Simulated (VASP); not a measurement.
# TaN in VASP: notebook, part 2 of 2

VASP 6.6.1. Earlier steps stand in the parts before.

**3. Single point, PBE, collinear spin**

This run uses another cell than the first one: it holds 2 atoms, not 4.

File INCAR:

```
SYSTEM = TaN
PREC = Accurate ; ENCUT = 520
EDIFF = 1E-6 ; ISMEAR = 0
SIGMA = 0.1 ; LREAL = .False.
LASPH = .True. ; NELM = 150
ALGO = Normal ; ISIF = 2
LWAVE = .False. ; LCHARG = .False.
ISPIN = 2 ; MAGMOM = 1 0
LORBIT = 11 ; LMAXMIX = 4
GGA = PE ; NBANDS = 19
```

File KPOINTS:

```
regular mesh
0
Gamma
  6 6 6
  0 0 0
```

File POSCAR:

```
TaN
1.0
    1.5717809869      0.9074681759      2.5176337792
   -1.5717809869      0.9074681759      2.5176337792
    0.0000000000     -1.8149363517      2.5176337792
Ta N
1 1
Direct
    0.0000000000      0.0000000000      0.0000000000
    0.5000000000      0.5000000000      0.5000000000
```

Potentials or basis: VASP PAW PBE potentials, release 64 (Ta_pv, N).

The run is started by

```console
$ cat potpaw_PBE.64/Ta_pv/POTCAR potpaw_PBE.64/N/POTCAR > POTCAR
$ mpirun -np 1 vasp_std > vasp.out
```

OUTCAR:

```text
SYSTEM = TaN
   PREC = Accurate
   ENCUT = 520
   EDIFF = 1E-6
   ISMEAR = 0
   LREAL = .False.
   LASPH = .True.
   NELM = 150
   ISIF = 2
   ISPIN = 2
   LORBIT = 11
   GGA = PE

 ion  position               nearest neighbor table
   1  0.000  0.000  0.000-   2 2.21   2 2.21   2 2.21   2 2.21   2 2.21   2 2.21
   2  0.500  0.500  0.500-   1 2.21   1 2.21   1 2.21   1 2.21   1 2.21   1 2.21

  LATTYP: Found a trigonal (rhomboedric) cell.
 ALAT       =     3.1036226909
 COS(alpha) =     0.4870485983

  Lattice vectors:

 A1 = (   1.5717809869,   0.9074681759,   2.5176337792)
 A2 = (  -1.5717809869,   0.9074681759,   2.5176337792)
 A3 = (   0.0000000000,  -1.8149363517,   2.5176337792)

Analysis of symmetry for initial positions (statically):
=====================================================================
 Subroutine PRICEL returns:
 Original cell was already a primitive cell.

 Routine SETGRP: Setting up the symmetry group for a
 trigonal (rhombohedral) supercell.

 Subroutine GETGRP returns: Found 12 space group operations
 (whereof 12 operations were pure point group operations)
 out of a pool of 12 trial point group operations.

The static configuration has the point symmetry D_3d.

Analysis of symmetry for dynamics (positions and initial velocities):
=====================================================================
 Subroutine PRICEL returns:
 Original cell was already a primitive cell.

 Routine SETGRP: Setting up the symmetry group for a
 trigonal (rhombohedral) supercell.

 Subroutine GETGRP returns: Found 12 space group operations
 (whereof 12 operations were pure point group operations)
 out of a pool of 12 trial point group operations.

The dynamic configuration has the point symmetry D_3d.

Analysis of structural, dynamic, and magnetic symmetry:
=====================================================================
 Subroutine PRICEL returns:
 Original cell was already a primitive cell.

 Routine SETGRP: Setting up the symmetry group for a
 trigonal (rhombohedral) supercell.
[... 150 lines left out ...]
  ---------------------------------------------------
  free energy    TOTEN  =       -21.76872474 eV

  energy without entropy =      -21.76071135  energy(sigma->0) =      -21.76471805

 E-fermi :   9.4096     XC(G=0): -13.3647

 val. band max:        9.3487389968   @ k =  -0.3333   0.5000   0.3333
 cond. band min:       9.4131075522   @ k =   0.1667   0.1667   0.0000
 fundamental gap:      0.0643685554
 Fermi energy:         9.4096149314

 spin component 1

 k-point     1 :       0.0000    0.0000    0.0000
  band No.  band energies     occupation
      1     -26.4308      1.00000
      2     -26.4308      1.00000
      3     -26.3895      1.00000
      4      -9.3453      1.00000
      5       5.5911      1.00000
      6       5.5911      1.00000
[... 517 lines left out ...]
     18      29.3026      0.00000
     19      29.5329      0.00000

 [... further k-points ...]

 spin component 2

 k-point     1 :       0.0000    0.0000    0.0000
  band No.  band energies     occupation
      1     -26.4304      1.00000
      2     -26.4304      1.00000
      3     -26.3891      1.00000
      4      -9.3450      1.00000
      5       5.5913      1.00000
      6       5.5913      1.00000
[... 517 lines left out ...]
     18      29.3029      0.00000
     19      29.5333      0.00000

 [... further k-points ...]

------------------------ aborting loop because EDIFF is reached ----------------------------------------

  FORCE on cell =-STRESS in cart. coord.  units (eV):
  Direction    XX          YY          ZZ          XY          YZ          ZX
  --------------------------------------------------------------------------------------
  -------------------------------------------------------------------------------------
  Total        0.1561693      0.1561693      0.1722312     -0.0000000      0.0000000      0.0000000
  in kB       11.6128579     11.6128579     12.8072318     -0.0000000      0.0000000      0.0000000
  external PRESSURE =      12.0109826 kB  Pullay stress =       0.0000000 kB

 VOLUME and BASIS-vectors are now :
 -----------------------------------------------------------------------------
  energy-cutoff  :      520.00
  volume of cell :       21.55
      direct lattice vectors                 reciprocal lattice vectors
     1.571780987  0.907468176  2.517633779     0.318110477  0.183661170  0.132399452
    -1.571780987  0.907468176  2.517633779    -0.318110477  0.183661170  0.132399452
     0.000000000 -1.814936352  2.517633779     0.000000000 -0.367322339  0.132399452

 POSITION                                       TOTAL-FORCE (eV/Angst)
 -----------------------------------------------------------------------------------
      0.00000      0.00000      0.00000         0.000000      0.000000     -0.000000
      0.00000      0.00000      3.77645         0.000000     -0.000000      0.000000
 -----------------------------------------------------------------------------------
    total drift:                               -0.000000     -0.000000     -0.000000

  FREE ENERGIE OF THE ION-ELECTRON SYSTEM (eV)
  ---------------------------------------------------
  free  energy   TOTEN  =       -21.7687247408 eV

  energy  without entropy=      -21.7607113527  energy(sigma->0) =      -21.76471805

 total charge

# of ion       s       p       d       tot
------------------------------------------
    1        0.269   6.215   2.429   8.912
    2        1.228   2.534   0.000   3.762
--------------------------------------------------
tot          1.496   8.748   2.429  12.674

 magnetization (x)

# of ion       s       p       d       tot
------------------------------------------
    1        0.000   0.000   0.000   0.000
    2        0.000   0.000   0.000   0.000
--------------------------------------------------
tot          0.000   0.000   0.000   0.000
```

OSZICAR:

```text
N       E                     dE             d eps       ncg     rms          rms(c)
DAV:   1     0.105345733051E+03    0.10535E+03   -0.76517E+03  2432   0.832E+02
DAV:   2    -0.210968448754E+02   -0.12644E+03   -0.11908E+03  2752   0.270E+02
DAV:   3    -0.246785588240E+02   -0.35817E+01   -0.35374E+01  2762   0.424E+01
DAV:   4    -0.246904655162E+02   -0.11907E-01   -0.11905E-01  2736   0.263E+00
DAV:   5    -0.246904918520E+02   -0.26336E-04   -0.26336E-04  2732   0.125E-01    0.241E+01
DAV:   6    -0.218621265346E+02    0.28284E+01   -0.43783E+00  2756   0.207E+01    0.982E+00
DAV:   7    -0.218037151910E+02    0.58411E-01   -0.45094E-01  2555   0.515E+00    0.702E+00
DAV:   8    -0.217770726278E+02    0.26643E-01   -0.10587E-01  2605   0.261E+00    0.198E+00
DAV:   9    -0.217694251689E+02    0.76475E-02   -0.76490E-03  2576   0.670E-01    0.413E-01
DAV:  10    -0.217688027033E+02    0.62247E-03   -0.21417E-03  2721   0.355E-01    0.283E-01
DAV:  11    -0.217687905671E+02    0.12136E-04   -0.15670E-04  2614   0.128E-01    0.535E-02
DAV:  12    -0.217687247329E+02    0.65834E-04   -0.16978E-05  2600   0.422E-02    0.166E-02
DAV:  13    -0.217687247408E+02   -0.78942E-08   -0.11188E-06  2317   0.884E-03
   1 F= -.21768725E+02 E0= -.21764718E+02  d E =-.801339E-02  mag=    -0.0006
```

It took 34 s on 1 thread of Intel Xeon 8259CL, shared host; peak memory 0.16 GiB.

Results:

- Free energy: -21.7687 eV
- Pressure: 1.2 GPa
- Band gap on the k mesh: zero (filled and empty bands overlap)
- Net moment: 0.00 μB per cell
- Valence electrons inside the program's atomic spheres: Ta 8.91; N 3.76

Stress tensor (GPa, compression positive):
```
1.16 0.00 0.00
0.00 1.16 0.00
0.00 0.00 1.28
```

Caveat: the k points lie up to 0.41 Å⁻¹ apart, too coarse for converged energies and pressures of a metal; spin-orbit coupling is left out, which moves the levels of the heavy elements.

**4. Single point, PBE**

This run uses another cell than the first one, of the same volume but with other edges.

File INCAR:

```
ALGO = Normal
EDIFF = 1E-6
ENCUT = 520
GGA = PE
ISIF = 2
ISMEAR = 0
LASPH = T
LCHARG = T
LELF = T
LREAL = F
LVHAR = T
LWAVE = F
NBANDS = 24
NELM = 60
PREC = Accurate
SIGMA = 0.2
```

File KPOINTS:

```
k-points
0
Gamma
  8 8 8
```

File POSCAR:

```
TaN
1.0
    1.5617988463      0.9017049843      2.5497870138
    1.5617988463     -0.9017049843     -2.5497870138
   -1.5617988463      4.5085249215     -2.5497870138
Ta N
2 2
Direct
    0.0000000000      0.5000000000      0.5000000000
    0.0000000000      0.0000000000      0.0000000000
    0.5000000000      0.2500000000      0.7500000000
    0.5000000000      0.7500000000      0.2500000000
```

The run is started by

```console
$ cat potpaw_PBE.64/Ta_pv/POTCAR potpaw_PBE.64/N/POTCAR > POTCAR
$ mpirun -np 1 vasp_std > vasp.out
```

Run time: 2.8 min. Hardware: 1 thread of Intel Xeon 8259CL, shared host; peak memory 0.26 GiB.

The run converged, but its numbers aren't listed here, since they failed a check.

Caveat: the result breaks the symmetry of the cell; spin-orbit coupling is left out, which moves the levels of the heavy elements.

**5. Single point, PBE**

This run uses another cell than the first one, of the same volume but with other edges.

File INCAR:

```
SYSTEM = TaN
PREC = Accurate
ENCUT = 520
EDIFF = 1E-7
ISMEAR = 0
SIGMA = 0.2
LREAL = .False.
LASPH = .True.
NELM = 60
ALGO = Normal
ISIF = 2
LWAVE = .False.
LCHARG = .False.
GGA = PE
NBANDS = 24
```

File KPOINTS:

```
Automatic mesh
0
Gamma
  8 8 8
  0 0 0
```

File POSCAR:

```
TaN
1.0
    1.5567062454      0.8988075786      2.5413666306
    1.5561697872     -0.8985327860     -2.5411403178
   -1.5559942903      4.5438398763     -2.5599350959
Ta N
2 2
Direct
   -0.0000645011      0.4999863457      0.4999870113
    0.0000651781      0.0000138667      0.0000124623
    0.4999990888      0.2499965311      0.7500002186
    0.5000002344      0.7500032565      0.2500003079
```

The run is started by

```console
$ cat potpaw_PBE.64/Ta_pv/POTCAR potpaw_PBE.64/N/POTCAR > POTCAR
$ mpirun -np 1 vasp_std > vasp.out
```

It took 4.8 min on 1 thread of Intel Xeon 8259CL, shared host; peak memory 0.34 GiB.

It converged, with:

```yaml
Free_energy: -43.6539 eV
Pressure: 0.8 GPa
Band_gap_on_the_k_mesh: zero (bands 16 and 17 overlap by 3.74 eV)
```

Levels at points of the mesh, in eV from the Fermi level:
| k point | band 12 | band 13 | band 14 | band 15 | band 16 | band 17 | band 18 | band 19 | band 20 | band 21 |
| --- | --- | --- | --- | --- | --- | --- | --- | --- | --- | --- |
| (0.00, 0.00, 0.00) | -3.86 | -3.80 | -3.79 | -2.21 | -2.04 | -2.04 | 0.04 | 0.04 | 1.38 | 1.77 |
| (0.50, 0.00, 0.00) | -6.65 | -5.40 | -4.67 | -4.61 | 1.70 | 1.94 | 2.01 | 2.05 | 3.44 | 3.45 |
| (0.00, 0.50, 0.00) | -6.94 | -6.28 | -6.28 | -2.10 | -2.10 | 2.54 | 2.54 | 2.59 | 2.59 | 4.65 |
| (0.50, 0.50, 0.00) | -6.94 | -6.28 | -6.28 | -2.10 | -2.10 | 2.54 | 2.54 | 2.59 | 2.59 | 4.65 |
| (0.00, 0.00, 0.50) | -6.19 | -6.19 | -6.19 | -0.78 | -0.78 | -0.39 | -0.39 | -0.38 | -0.38 | 3.78 |
| (0.50, 0.00, 0.50) | -6.94 | -6.28 | -6.28 | -2.10 | -2.10 | 2.54 | 2.54 | 2.59 | 2.59 | 4.65 |
| (0.00, 0.50, 0.50) | -6.65 | -5.40 | -4.67 | -4.61 | 1.70 | 1.94 | 2.01 | 2.05 | 3.44 | 3.45 |
| (0.50, 0.50, 0.50) | -6.64 | -5.40 | -4.67 | -4.61 | 1.70 | 1.94 | 2.01 | 2.05 | 3.44 | 3.45 |

Caveat: spin-orbit coupling is left out, which moves the levels of the heavy elements.

**6. Single point, PBE**

This run uses another cell than the first one: it holds 2 atoms, not 4.

File INCAR:

```
PREC = Accurate
ENCUT = 520
EDIFF = 1E-7
ISMEAR = 0
SIGMA = 0.1
LREAL = F
LASPH = T
NELM = 60
ALGO = Normal
ISIF = 2
LWAVE = F
LCHARG = F
GGA = PE
NBANDS = 15
```

File KPOINTS:

```
regular mesh
0
Gamma
  24 24 24
```

File POSCAR:

```
TaN
1.0
    1.5617988463      0.9017049843      2.5497870138
   -1.5617988463      0.9017049843      2.5497870138
    0.0000000000     -1.8034099686      2.5497870138
Ta N
1 1
Direct
    0.0000000000      0.0000000000      0.0000000000
    0.5000000000      0.5000000000      0.5000000000
```

Potentials or basis: VASP PAW PBE potentials, release 64 (Ta_pv, N).

The run is started by

```console
$ cat potpaw_PBE.64/Ta_pv/POTCAR potpaw_PBE.64/N/POTCAR > POTCAR
$ mpirun -np 1 vasp_std > vasp.out
```

Wall time 5.6 min (1 thread of Intel Xeon 8259CL, shared host); peak memory 0.52 GiB.

The run converged. Its results:

| Item | Value |
| --- | --- |
| Free energy | -21.8285 eV |
| Pressure | 0.8 GPa |
| Band gap on the k mesh | zero (bands 8 and 9 overlap by 3.93 eV) |

Levels at points of the mesh, in eV from the Fermi level:
```tsv
k point	band 5	band 6	band 7	band 8	band 9	band 10	band 11	band 12
(0.00, 0.00, 0.00)	-3.79	-3.79	-3.79	-2.07	-2.07	-2.07	0.06	0.06
(0.50, 0.00, 0.00)	-10.27	-7.48	-7.48	1.86	1.86	1.95	3.78	7.39
(0.50, 0.50, 0.00)	-6.62	-5.38	-4.61	-4.61	2.07	3.47	3.47	4.39
(0.50, 0.50, 0.50)	-10.27	-7.49	-7.49	1.86	1.86	1.95	3.78	7.39
```

Caveat: spin-orbit coupling is left out, which moves the levels of the heavy elements.

**7. The runs side by side**

```csv
spin,cell,k mesh,smearing,gap on the mesh (eV),pressure (GPa)
off,"a = 5.352 Å, angles 34.2°, 4 atoms, atomic positions A",6 × 6 × 6,gaussian 0.1 eV,none,0.8
collinear,"a = 3.104 Å, angles 60.9°, 2 atoms, atomic positions B",6 × 6 × 6,gaussian 0.1 eV,none,1.2
off,"a = 3.113, b = 3.112, c = 5.443 Å, angles 90.0, 106.6, 120.0°, 4 atoms, atomic positions C",8 × 8 × 8,gaussian 0.2 eV,none,0.8
off,"a = 3.123 Å, angles 60.0°, 2 atoms, atomic positions B",24 × 24 × 24,gaussian 0.1 eV,none,0.8
```

Alike in all rows: task single point; level PBE; potentials or basis VASP PAW PBE potentials, release 64 (Ta_pv, N); cutoff (eV) 520.

Caveats: some runs use coarse meshes; spin-orbit coupling is left out, which moves the levels of the heavy elements.

Absolute energies hang on the potentials; compare differences alone.
